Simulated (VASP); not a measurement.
# Li2Sm (P6/mmm) in VASP: notebook, part 2 of 2

VASP 6.6.1. Earlier steps stand in the parts before.

## Step 5: Single point, PBE

This run uses another cell than the first one, of 24.70 Å³/atom.

The input, INCAR:

```
SYSTEM = Li2Sm
PREC = Accurate ; ENCUT = 750
EDIFF = 1E-6 ; ISMEAR = 0
SIGMA = 0.1 ; LREAL = .FALSE.
LASPH = .TRUE. ; NELM = 200
ALGO = Normal ; ISIF = 2
LWAVE = .FALSE. ; LCHARG = .TRUE.
GGA = PE ; LELF = .TRUE.
LVHAR = .TRUE. ; NBANDS = 16
GGA_COMPAT = .FALSE. ; LMAXMIX = 6
```

The input, KPOINTS:

```
Automatic mesh
0
G
  12 12 14
  0 0 0
```

The input, POSCAR:

```
Li2Sm
1.0
    5.1196817913      0.0000000000      0.0000000000
   -2.5598408956      4.4337744905      0.0000000000
    0.0000000000      0.0000000000      3.2646875657
Li Sm
2 1
Direct
    0.3333333333      0.6666666667      0.5000000000
    0.6666666667      0.3333333333      0.5000000000
    0.0000000000      0.0000000000      0.0000000000
```

On the command line:

```sh
$ cat potpaw_PBE.64/Li_sv/POTCAR potpaw_PBE.64/Sm_3/POTCAR > POTCAR
$ mpirun -np 1 vasp_std > vasp.out
```

Run time: 2.8 min. Hardware: 1 thread of AMD EPYC 9R45 (Zen 5), shared host; peak memory 0.44 GiB.

It converged, with:

| Item | Value |
| --- | --- |
| Free energy | -8.0428 eV |
| Pressure | 0.1 GPa |
| Band gap on the k mesh | zero (an odd number of electrons rules out a gap without spin polarisation) |

Levels at points of the mesh, in eV from the Fermi level:
| k point | band 6 | band 7 | band 8 | band 9 | band 10 | band 11 | band 12 | band 13 |
| --- | --- | --- | --- | --- | --- | --- | --- | --- |
| (0.00, 0.00, 0.00) | -20.02 | -3.74 | -0.33 | -0.26 | -0.26 | 3.87 | 3.87 | 4.60 |
| (0.50, 0.00, 0.00) | -20.02 | -2.50 | -1.30 | -0.43 | 1.01 | 1.63 | 1.91 | 4.11 |
| (0.00, 0.00, 0.50) | -20.53 | -1.43 | 0.05 | 0.05 | 0.62 | 1.95 | 1.95 | 4.05 |
| (0.50, 0.00, 0.50) | -20.53 | -1.08 | -0.48 | 0.13 | 0.89 | 1.63 | 3.07 | 3.08 |

Caveat: spin-orbit coupling is left out, which moves the levels of the heavy elements; the 4f electrons are frozen in the core, so they carry no moment and show no levels.

## Step 6: Single point, PBE

This run uses another cell than the first one, of 24.70 Å³/atom.

The input, INCAR:

```
SYSTEM = Li2Sm
  ALGO = Normal
  EDIFF = 1E-6
  ENCUT = 750
  GGA = PE
  GGA_COMPAT = .False.
  ISIF = 2
  ISMEAR = 1
  LASPH = .True.
  LCHARG = .True.
  LELF = .True.
  LMAXMIX = 6
  LREAL = .False.
  LVHAR = .True.
  LWAVE = .False.
  NBANDS = 16
  NELM = 200
  PREC = Accurate
  SIGMA = 0.1
```

The input, KPOINTS:

```
k-points
0
Gamma
  12 12 14
  0 0 0
```

POSCAR is that of step 5.

Potentials or basis: VASP PAW PBE potentials, release 64 (Li_sv, Sm_3), 4f in core.

On the command line:

```sh
$ cat potpaw_PBE.64/Li_sv/POTCAR potpaw_PBE.64/Sm_3/POTCAR > POTCAR
$ mpirun -np 1 vasp_std > vasp.out
```

OUTCAR:

```text
SYSTEM = Li2Sm
   EDIFF = 1E-6
   ENCUT = 750
   GGA = PE
   ISIF = 2
   ISMEAR = 1
   LASPH = .True.
   LREAL = .False.
   NELM = 200
   PREC = Accurate

 ion  position               nearest neighbor table
   1  0.333  0.667  0.500-
   2  0.667  0.333  0.500-
   3  0.000  0.000  0.000-

  LATTYP: Found a hexagonal cell.
 ALAT       =     5.1196817913
 C/A-ratio  =     0.6376739217

  Lattice vectors:

 A1 = (   5.1196817913,   0.0000000000,   0.0000000000)
 A2 = (  -2.5598408956,   4.4337744905,   0.0000000000)
 A3 = (   0.0000000000,   0.0000000000,   3.2646875657)

Analysis of symmetry for initial positions (statically):
=====================================================================
 Subroutine PRICEL returns:
 Original cell was already a primitive cell.

 Routine SETGRP: Setting up the symmetry group for a
 hexagonal supercell.

 Subroutine GETGRP returns: Found 24 space group operations
 (whereof 24 operations were pure point group operations)
 out of a pool of 24 trial point group operations.

The static configuration has the point symmetry D_6h.

Analysis of symmetry for dynamics (positions and initial velocities):
=====================================================================
 Subroutine PRICEL returns:
 Original cell was already a primitive cell.

 Routine SETGRP: Setting up the symmetry group for a
 hexagonal supercell.

 Subroutine GETGRP returns: Found 24 space group operations
 (whereof 24 operations were pure point group operations)
 out of a pool of 24 trial point group operations.

The dynamic configuration has the point symmetry D_6h.

 Subroutine INISYM returns: Found 24 space group operations
 (whereof 24 operations are pure point group operations),
 and found     1 'primitive' translations

[... 110 lines left out ...]
   EFERMI =   0.00;   METHOD = LEGACY
   ISMEAR =     1;   SIGMA  =   0.10  broadening in eV -4-tet -1-fermi 0-gaus
   EFERMI_NEDOS =   21; number of points for ismear=-14 and -15
   IALGO  =     38    algorithm
   IMIX   =      4    mixing-type and parameters
     AMIX     =   0.40;   BMIX     =  1.00
     AMIX_MAG =   1.60;   BMIX_MAG =  1.00
  volume/ion in A,a.u.               =      24.70       166.70
  Fermi-wavevector in a.u.,A,eV,Ry     =   1.002163  1.893814 13.664751  1.004331
  Thomas-Fermi vector in A             =   2.134632
   LORBIT       =      0    0 simple, 1 ext, 2 COOP (PROOUT), +10 PAW based schemes
   GGA     = PE    functional components
   LHFCALC =     F    Hartree Fock is set to
   AEXX    =    0.0000 exact exchange contribution
   IVDW    =     0    specifies the selected vdW correction
   LEPSILON=     F    determine dielectric tensor
   LRPA    =     F    only Hartree local field effects (RPA)
 non-spin polarized calculation
 Methfessel and Paxton  Order N= 1 SIGMA  =   0.10
  energy-cutoff  :      750.00
  volume of cell :       74.11
 maximum number of plane-waves:      3500
 NGX is ok and might be reduce to    48
   NGX = 23   NGY = 23   NGZ = 15

 number of electron      17.0000007 magnetization

 Free energy of the ion-electron system (eV)
  ---------------------------------------------------
  ext. energy  EPLUGINS =         0.00000000
  ---------------------------------------------------
  free energy    TOTEN  =        -8.03492480 eV

  energy without entropy =       -8.03453029  energy(sigma->0) =       -8.03479330

 E-fermi :   1.5499     XC(G=0):  -8.3042

 val. band max:        1.5398323851   @ k =   0.1667   0.0000   0.0714
 cond. band min:       1.5512967970   @ k =   0.0833   0.0000   0.5000
 fundamental gap:      0.0114644120
 Fermi energy:         1.5498563258

 k-point     1 :       0.0000    0.0000    0.0000
  band No.  band energies     occupation
      1     -44.3211      2.00000
      2     -44.3071      2.00000
      3     -39.6857      2.00000
      4     -19.1179      2.00000
      5     -19.1179      2.00000
      6     -18.4672      2.00000
[... 433 lines left out ...]
      3     -39.6805      2.00000
      4     -19.1258      2.00000
      5     -19.1154      2.00000
      6     -18.5277      2.00000
[... 8 lines left out ...]
     15       8.2280      0.00000
     16       9.6292      0.00000

 [... further k-points ...]
[... 5 lines left out ...]
  --------------------------------------------------------------------------------------
  -------------------------------------------------------------------------------------
  Total        0.0106493      0.0106493      0.0394594      0.0000000      0.0000000     -0.0000000
  in kB        0.2302372      0.2302372      0.8531068      0.0000000      0.0000000     -0.0000000
  external PRESSURE =       0.4378604 kB  Pullay stress =       0.0000000 kB

 VOLUME and BASIS-vectors are now :
 -----------------------------------------------------------------------------
  energy-cutoff  :      750.00
  volume of cell :       74.11
      direct lattice vectors                 reciprocal lattice vectors
     5.119681791  0.000000000  0.000000000     0.195324639  0.112770733  0.000000000
    -2.559840896  4.433774491  0.000000000     0.000000000  0.225541466  0.000000000
     0.000000000  0.000000000  3.264687566     0.000000000  0.000000000  0.306308025

 POSITION                                       TOTAL-FORCE (eV/Angst)
 -----------------------------------------------------------------------------------
     -0.00000      2.95585      1.63234         0.000000      0.000000      0.000000
      2.55984      1.47792      1.63234        -0.000000     -0.000000      0.000000
      0.00000      0.00000      0.00000         0.000000      0.000000      0.000000
 -----------------------------------------------------------------------------------
    total drift:                                0.000000      0.000000     -0.000000

  FREE ENERGIE OF THE ION-ELECTRON SYSTEM (eV)
  ---------------------------------------------------
  free  energy   TOTEN  =        -8.0349248036 eV

  energy  without entropy=       -8.0345302931  energy(sigma->0) =       -8.03479330
```

It took 3 min on 1 thread of AMD EPYC 9R45 (Zen 5), shared host; peak memory 0.44 GiB.

Results:

* Free energy: -8.0349 eV
* Pressure: 0.0 GPa
* Band gap on the k mesh: zero (an odd number of electrons rules out a gap without spin polarisation)

Caveat: spin-orbit coupling is left out, which moves the levels of the heavy elements; the 4f electrons are frozen in the core, so they carry no moment and show no levels. Spin polarisation is off, so any magnetic state and its effect on volume and gap are missing.

## Step 7: Overview

| task | cell | k mesh | smearing | gap on the mesh (eV) | pressure (GPa) |
| --- | --- | --- | --- | --- | --- |
| single point | a = 3.482, b = 3.482, c = 4.228 Å, angles 90.0, 90.0, 120.0°, 3 atoms | 6 × 6 × 4 | gaussian 0.1 eV | none | 26.3 |
| single point | a = 4.038, b = 4.038, c = 5.228 Å, angles 90.0, 90.0, 120.0°, 3 atoms | 6 × 6 × 4 | gaussian 0.1 eV | none | 0.1 |
| relaxation of cell and atoms | relaxed from a = 3.482, b = 3.482, c = 4.228 Å, angles 90.0, 90.0, 120.0°, 3 atoms | 6 × 6 × 4 | gaussian 0.1 eV | none | -0.1 |
| single point | a = 5.120, b = 5.120, c = 3.265 Å, angles 90.0, 90.0, 120.0°, 3 atoms | 12 × 12 × 14 | gaussian 0.1 eV | none | 0.1 |
| single point | a = 5.120, b = 5.120, c = 3.265 Å, angles 90.0, 90.0, 120.0°, 3 atoms | 12 × 12 × 14 | methfessel-paxton 0.1 eV | none | 0.0 |

Alike in all rows: level PBE; potentials or basis VASP PAW PBE potentials, release 64 (Li_sv, Sm_3), 4f in core; no spin polarisation; cutoff (eV) 750.

Caveats: some runs use coarse meshes; spin-orbit coupling is left out, which moves the levels of the heavy elements; the 4f electrons are frozen in the core, so they carry no moment and show no levels; the volume moved by over 15 % at a fixed basis, so the end points are rough (at least some runs).

Absolute energies hang on the potentials; compare differences alone.

The gap in the log of VASP goes by the Fermi energy; the results here count the filled bands.